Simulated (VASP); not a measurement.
# KBr (R-3m) in VASP: settings compared

The runs below take KBr through single point, with PBE, r2SCAN, HSE06.

Everything below comes from runs of VASP 6.6.1. Logs are shortened: lines on timing, memory, paths and dates and some standing lists are left out, and cuts for length are marked.

### 1 The cell of the first run

Symmetry: R-3m, No. 166, trigonal system. The conventional cell has a = 4.670 Å, b = 4.670 Å, c = 12.104 Å, α = 90.00°, β = 90.00°, γ = 120.00°. K (site symmetry -3m) has 6 Br at 3.37 Å within 4.4 Å. Within 4.4 Å of Br (site symmetry -3m) lie 6 K at 3.37 Å.

### 2 Single point, PBE (strain along [111] +5.8%)

INCAR reads:

```
PREC     = Accurate       # precision mode
ENCUT    = 520            # plane-wave cutoff, eV
EDIFF    = 1E-6           # SCF threshold, eV
ISMEAR   = -1             # smearing method
SIGMA    = 0.02           # smearing width, eV
LREAL    = F              # projectors in reciprocal space
LASPH    = T              # aspherical terms in the spheres
NELM     = 100            # most SCF steps
ALGO     = Normal         # electronic algorithm
ISIF     = 2              # what is computed and relaxed
LWAVE    = F              # write WAVECAR
LCHARG   = T              # write CHGCAR
GGA      = PE             # functional
LELF     = T              # ELF
LVHAR    = T            
NBANDS   = 15             # bands
```

KPOINTS reads:

```
Automatic mesh
0
Gamma
  6 6 6
```

POSCAR reads:

```
KBr
1.0
    0.1279070656      3.4301548857      3.4301548857
    3.4301548857      0.1279070656      3.4301548857
    3.4301548857      3.4301548857      0.1279070656
K Br
1 1
Direct
    0.0000000000      0.0000000000      0.0000000000
    0.5000000000      0.5000000000      0.5000000000
```

Potentials or basis: VASP PAW PBE potentials, release 64 (K_sv, Br).

On the command line:

```sh
$ cat potpaw_PBE.64/K_sv/POTCAR potpaw_PBE.64/Br/POTCAR > POTCAR
$ mpirun -np 1 vasp_std > vasp.out
```

OUTCAR:

```text
PREC = Accurate
   ENCUT = 520
   EDIFF = 1E-6
   ISMEAR = -1
   LREAL = F
   LASPH = T
   NELM = 100
   ISIF = 2
   GGA = PE

 ion  position               nearest neighbor table
   1  0.000  0.000  0.000-
   2  0.500  0.500  0.500-

  LATTYP: Found a trigonal (rhomboedric) cell.
 ALAT       =     4.8526575500
 COS(alpha) =     0.5369157233

  Lattice vectors:

 A1 = (   0.1279070656,   3.4301548857,   3.4301548857)
 A2 = (   3.4301548857,   0.1279070656,   3.4301548857)
 A3 = (   3.4301548857,   3.4301548857,   0.1279070656)

Analysis of symmetry for initial positions (statically):
=====================================================================
 Subroutine PRICEL returns:
 Original cell was already a primitive cell.

 Routine SETGRP: Setting up the symmetry group for a
 trigonal (rhombohedral) supercell.

 Subroutine GETGRP returns: Found 12 space group operations
 (whereof 12 operations were pure point group operations)
 out of a pool of 12 trial point group operations.

The static configuration has the point symmetry D_3d.

Analysis of symmetry for dynamics (positions and initial velocities):
=====================================================================
 Subroutine PRICEL returns:
 Original cell was already a primitive cell.

 Routine SETGRP: Setting up the symmetry group for a
 trigonal (rhombohedral) supercell.

 Subroutine GETGRP returns: Found 12 space group operations
 (whereof 12 operations were pure point group operations)
 out of a pool of 12 trial point group operations.

The dynamic configuration has the point symmetry D_3d.

 Subroutine INISYM returns: Found 12 space group operations
 (whereof 12 operations are pure point group operations),
 and found     1 'primitive' translations

----------------------------------------------------------------------------------------

                                     Primitive cell

  volume of cell :      76.2054

  direct lattice vectors                    reciprocal lattice vectors
     0.127907066  3.430154886  3.430154886    -0.154183348  0.148640684  0.148640684
     3.430154886  0.127907066  3.430154886     0.148640684 -0.154183348  0.148640684
     3.430154886  3.430154886  0.127907066     0.148640684  0.148640684 -0.154183348

  length of vectors
     4.852657550  4.852657550  4.852657550     0.260692560  0.260692560  0.260692560

  position of ions in fractional coordinates (direct lattice)
     0.000000000  0.000000000  0.000000000
     0.500000000  0.500000000  0.500000000
[... 81 lines left out ...]
   IBRION =     -1    ionic relax: 0-MD 1-quasi-New 2-CG
   NFREE  =      0    steps in history (QN), initial steepest desc. (CG)
   ISIF   =      2    stress and relaxation
   ISYM   =      2    0-nonsym 1-usesym 2-fastsym
   POTIM  = 0.5000    time-step for ionic-motion
   TEBEG  =    0.0;   TEEND  =   0.0 temperature during run
   PSTRESS=    0.0 pullay stress
   NELECT =      16.0000    total number of electrons
   NUPDOWN=      -1.0000    fix difference up-down
   EMIN   =  10.00;   EMAX   =-10.00  energy-range for DOS
   EFERMI =   0.00;   METHOD = LEGACY
   ISMEAR =    -1;   SIGMA  =   0.02  broadening in eV -4-tet -1-fermi 0-gaus
   EFERMI_NEDOS =   21; number of points for ismear=-14 and -15
   IALGO  =     38    algorithm
   IMIX   =      4    mixing-type and parameters
     AMIX     =   0.40;   BMIX     =  1.00
     AMIX_MAG =   1.60;   BMIX_MAG =  1.00
  volume/ion in A,a.u.               =      38.10       257.13
  Fermi-wavevector in a.u.,A,eV,Ry     =   0.973015  1.838732 12.881431  0.946758
  Thomas-Fermi vector in A             =   2.103360
   LORBIT       =      0    0 simple, 1 ext, 2 COOP (PROOUT), +10 PAW based schemes
   GGA     = PE    functional components
[... 5 lines left out ...]
 non-spin polarized calculation
  energy-cutoff  :      520.00
  volume of cell :       76.21
 maximum number of plane-waves:      2070
   NGX = 19   NGY = 19   NGZ = 19

 number of electron      15.9999997 magnetization

 Free energy of the ion-electron system (eV)
  ---------------------------------------------------
  ext. energy  EPLUGINS =         0.00000000
  ---------------------------------------------------
  free energy    TOTEN  =        -6.21775250 eV

  energy without entropy =       -6.21775250  energy(sigma->0) =       -6.21775250

 E-fermi :  -1.3948     XC(G=0):  -7.1410

 val. band max:       -1.9111820508   @ k =   0.0000   0.0000   0.0000
 cond. band min:       2.3120451755   @ k =   0.0000   0.0000   0.0000
 fundamental gap:      4.2232272263
 Fermi energy:        -1.3947735959

 k-point     1 :       0.0000    0.0000    0.0000
  band No.  band energies     occupation
      1     -29.8818      2.00000
      2     -14.1809      2.00000
      3     -13.3566      2.00000
      4     -13.3566      2.00000
      5     -13.3481      2.00000
      6      -2.0376      2.00000
      7      -1.9112      2.00000
      8      -1.9112      2.00000
      9       2.3120      0.00000
     10       5.3666      0.00000
     11       5.7627      0.00000
     12       5.7627      0.00000
     13       6.4263      0.00000
     14       6.4263      0.00000
[... 401 lines left out ...]
      2     -14.1660      2.00000
      3     -13.4183      2.00000
      4     -13.3893      2.00000
      5     -13.2916      2.00000
      6      -2.6118      2.00000
      7      -2.4135      2.00000
      8      -2.3361      2.00000
      9       4.6236      0.00000
     10       5.7222      0.00000
     11       6.1653      0.00000
     12       7.0342      0.00000
     13       7.8540      0.00000
     14       8.6421      0.00000
     15       9.0588      0.00000

 [... further k-points ...]

------------------------ aborting loop because EDIFF is reached ----------------------------------------

  FORCE on cell =-STRESS in cart. coord.  units (eV):
  Direction    XX          YY          ZZ          XY          YZ          ZX
  --------------------------------------------------------------------------------------
  -------------------------------------------------------------------------------------
  Total       -0.0635457     -0.0635457     -0.0635457     -0.1045246     -0.1045246     -0.1045246
  in kB       -1.3360141     -1.3360141     -1.3360141     -2.1975729     -2.1975729     -2.1975729
  external PRESSURE =      -1.3360141 kB  Pullay stress =       0.0000000 kB

 VOLUME and BASIS-vectors are now :
 -----------------------------------------------------------------------------
  energy-cutoff  :      520.00
  volume of cell :       76.21
      direct lattice vectors                 reciprocal lattice vectors
     0.127907066  3.430154886  3.430154886    -0.154183348  0.148640684  0.148640684
     3.430154886  0.127907066  3.430154886     0.148640684 -0.154183348  0.148640684
     3.430154886  3.430154886  0.127907066     0.148640684  0.148640684 -0.154183348

 POSITION                                       TOTAL-FORCE (eV/Angst)
 -----------------------------------------------------------------------------------
      0.00000      0.00000      0.00000        -0.000000      0.000000     -0.000000
      3.49411      3.49411      3.49411         0.000000     -0.000000      0.000000
 -----------------------------------------------------------------------------------
    total drift:                                0.000000      0.000000      0.000000

  FREE ENERGIE OF THE ION-ELECTRON SYSTEM (eV)
  ---------------------------------------------------
  free  energy   TOTEN  =        -6.2177525049 eV

  energy  without entropy=       -6.2177525049  energy(sigma->0) =       -6.21775250
```

OSZICAR:

```text
N       E                     dE             d eps       ncg     rms          rms(c)
DAV:   1     0.991976538431E+02    0.99198E+02   -0.67021E+03   960   0.922E+02
DAV:   2    -0.497717554395E-01   -0.99247E+02   -0.91647E+02  1256   0.225E+02
DAV:   3    -0.616306759872E+01   -0.61133E+01   -0.60836E+01  1331   0.501E+01
DAV:   4    -0.640507414461E+01   -0.24201E+00   -0.24195E+00  1424   0.862E+00
DAV:   5    -0.640675648228E+01   -0.16823E-02   -0.16823E-02  1324   0.837E-01    0.282E+00
DAV:   6    -0.622041297731E+01    0.18634E+00   -0.23176E-01  1233   0.225E+00    0.204E+00
DAV:   7    -0.620682876729E+01    0.13584E-01   -0.11224E-01  1317   0.176E+00    0.971E-01
DAV:   8    -0.621658850288E+01   -0.97597E-02   -0.13109E-02  1085   0.811E-01    0.119E-01
DAV:   9    -0.621740634766E+01   -0.81784E-03   -0.99438E-04  1338   0.194E-01    0.803E-02
DAV:  10    -0.621773352787E+01   -0.32718E-03   -0.35344E-04  1023   0.109E-01    0.152E-02
DAV:  11    -0.621774943700E+01   -0.15909E-04   -0.32806E-05  1363   0.309E-02    0.535E-03
DAV:  12    -0.621775244386E+01   -0.30069E-05   -0.46225E-06  1022   0.142E-02    0.275E-03
DAV:  13    -0.621775250494E+01   -0.61080E-07   -0.27660E-07  1110   0.298E-03
   1 F= -.62177525E+01 E0= -.62177525E+01  d E =-.748086E-13
```

stdout:

```text
POSCAR found type information on POSCAR K Br
 POSCAR found :  2 types and       2 ions
 scaLAPACK will be used
 LDA part: xc-table for (Slater+PW92), standard interpolation
 POSCAR, INCAR and KPOINTS ok, starting setup
 FFT: planning ... GRIDC
 FFT: planning ... GRID_SOFT
 FFT: planning ... GRID
 WAVECAR not read
 entering main loop
```

Wall time 14 s (1 thread of Intel Xeon 6975P-C (Granite Rapids), shared host); peak memory 0.22 GiB.

Results:

```
Free energy            : -6.2178 eV
Pressure               : -0.1 GPa
Band gap on the k mesh : 4.22 eV, direct
```

Stress tensor (GPa, compression positive):
```
-0.13 -0.22 -0.22
-0.22 -0.13 -0.22
-0.22 -0.22 -0.13
```

Levels at points of the mesh, in eV from the valence-band top:
| k point | band 6 | band 7 | band 8 | band 9 | band 10 | band 11 |
| --- | --- | --- | --- | --- | --- | --- |
| (0.00, 0.00, 0.00) | -0.13 | 0.00 | 0.00 | 4.22 | 7.28 | 7.67 |
| (0.50, 0.00, 0.00) | -1.11 | -0.41 | -0.30 | 6.41 | 7.99 | 9.45 |
| (0.50, 0.50, 0.00) | -0.80 | -0.36 | -0.25 | 5.87 | 6.93 | 9.13 |
| (0.50, 0.50, 0.50) | -1.14 | -0.25 | -0.25 | 6.43 | 7.75 | 9.44 |

Caveat: the cell differs from its parent crystal (strain along [111] +5.8%).

### 3 Single point, r2SCAN (strain along [111] +5.8%)

POSCAR is that of step 2.

INCAR.step1 reads:

```
SYSTEM = KBr
PREC = Accurate
ENCUT = 520
ISMEAR = 0
SIGMA = 0.01
LREAL = .FALSE.
LASPH = .TRUE.
NELM = 100
NBANDS = 15
GGA = PE
ALGO = Normal
EDIFF = 1E-4
LWAVE = .TRUE.
LCHARG = .FALSE.
```

INCAR.step2 reads:

```
SYSTEM = KBr
PREC = Accurate
ENCUT = 520
EDIFF = 1E-6
ISMEAR = 0
SIGMA = 0.01
LREAL = .FALSE.
LASPH = .TRUE.
NELM = 100
ALGO = Normal
ISIF = 2
LWAVE = .FALSE.
LCHARG = .TRUE.
METAGGA = R2SCAN
LMIXTAU = .TRUE.
LELF = .TRUE.
LVHAR = .TRUE.
NBANDS = 15
ISTART = 1
```

KPOINTS reads:

```
Automatic mesh
0
G
  6 6 6
  0 0 0
```

Potentials or basis: VASP PAW PBE potentials, release 64 (K_sv, Br).

On the command line:

```sh
$ cat potpaw_PBE.64/K_sv/POTCAR potpaw_PBE.64/Br/POTCAR > POTCAR
$ cp INCAR.step1 INCAR
$ mpirun -np 1 vasp_std > vasp.out
$ cp INCAR.step2 INCAR
$ mpirun -np 1 vasp_std > vasp.out
```

It took 59 s on 1 thread of Intel Xeon 6975P-C (Granite Rapids), shared host; peak memory 0.22 GiB.

The run converged. Its results:

| Property | Result |
| --- | --- |
| Free energy | -23.2331 eV |
| Pressure | -0.8 GPa |
| Band gap on the k mesh | 4.86 eV, direct |

Stress tensor (GPa, compression positive):
```
-0.79 -0.23 -0.23
-0.23 -0.79 -0.23
-0.23 -0.23 -0.79
```

Levels at points of the mesh, in eV from the valence-band top:
```csv
k point,band 5,band 6,band 7,band 8,band 9,band 10,band 11,band 12
"(0.00, 0.00, 0.00)",-11.77,-0.13,0.00,0.00,4.86,7.90,8.32,8.32
"(0.50, 0.00, 0.00)",-11.56,-1.10,-0.41,-0.30,6.94,8.62,10.21,10.33
"(0.50, 0.50, 0.00)",-11.80,-0.81,-0.37,-0.26,6.37,7.76,9.74,10.04
"(0.50, 0.50, 0.50)",-11.53,-1.12,-0.24,-0.24,6.99,8.38,10.21,10.21
```

Caveat: the cell differs from its parent crystal (strain along [111] +5.8%); the PAW data sets were made with another functional, which shifts forces and pressure a little.

### 4 Single point, HSE06 (strain along [111] +5.8%)

POSCAR is that of step 3.

INCAR.step1 reads:

```
PREC = Accurate
ENCUT = 520
EDIFF = 1E-5
ISMEAR = 0
SIGMA = 0.01
LREAL = False
LASPH = True
NELM = 100
ALGO = Normal
ISIF = 2
LWAVE = True
LCHARG = False
NBANDS = 15
GGA = PE
```

INCAR.step2 reads:

```
PREC = Accurate
ENCUT = 520
EDIFF = 1E-6
ISMEAR = 0
SIGMA = 0.01
LREAL = False
LASPH = True
NELM = 100
ALGO = Normal
ISIF = 2
LWAVE = False
LCHARG = False
GGA = PE
LHFCALC = True
HFSCREEN = 0.2079
PRECFOCK = Normal
NBANDS = 15
ISTART = 1
```

KPOINTS reads:

```
Automatic mesh
0
Gamma
  4 4 4
```

On the command line:

```sh
$ cat potpaw_PBE.64/K_sv/POTCAR potpaw_PBE.64/Br/POTCAR > POTCAR
$ cp INCAR.step1 INCAR
$ mpirun -np 1 vasp_std > vasp.out
$ cp INCAR.step2 INCAR
$ mpirun -np 1 vasp_std > vasp.out
```

Run time: 6.6 min. Hardware: 1 thread of Intel Xeon 6975P-C (Granite Rapids), shared host; peak memory 0.32 GiB.

The run converged. Its results:

```
Free energy            : -7.1645 eV
Pressure               : -0.4 GPa
Band gap on the k mesh : 5.37 eV, direct
```

Stress tensor (GPa, compression positive):
```
-0.38 -0.23 -0.23
-0.23 -0.38 -0.23
-0.23 -0.23 -0.38
```

Levels at points of the mesh, in eV from the valence-band top:
| k point | band 5 | band 6 | band 7 | band 8 | band 9 | band 10 | band 11 | band 12 |
| --- | --- | --- | --- | --- | --- | --- | --- | --- |
| (0.00, 0.00, 0.00) | -12.27 | -0.13 | 0.00 | 0.00 | 5.37 | 8.61 | 9.04 | 9.04 |
| (0.50, 0.00, 0.00) | -12.06 | -1.16 | -0.42 | -0.31 | 7.55 | 9.32 | 10.88 | 11.03 |
| (0.50, 0.50, 0.00) | -12.30 | -0.85 | -0.39 | -0.27 | 7.06 | 8.21 | 10.37 | 10.79 |
| (0.50, 0.50, 0.50) | -12.02 | -1.18 | -0.25 | -0.25 | 7.58 | 9.06 | 11.04 | 11.04 |

Caveat: the cell differs from its parent crystal (strain along [111] +5.8%); the PAW data sets were made with another functional, which shifts forces and pressure a little.

### 5 Overview

| level | k mesh | smearing | grid for exact exchange (PRECFOCK) | screening parameter | gap on the mesh (eV) | pressure (GPa) |
| --- | --- | --- | --- | --- | --- | --- |
| PBE | 6 × 6 × 6 | fermi-dirac 0.02 eV | - | - | 4.22 | -0.1 |
| r2SCAN | 6 × 6 × 6 | gaussian 0.01 eV | - | - | 4.86 | -0.8 |
| HSE06 | 4 × 4 × 4 | gaussian 0.01 eV | Normal | 0.2079 1/Å | 5.37 | -0.4 |

Alike in all rows: task single point; potentials or basis VASP PAW PBE potentials, release 64 (K_sv, Br); no spin polarisation; cell as given; cutoff (eV) 520.

Caveats: the PAW data sets were made with another functional, which shifts forces and pressure a little (some runs).

Total energies depend on the potentials used, so only differences within one code and one set of settings carry meaning.
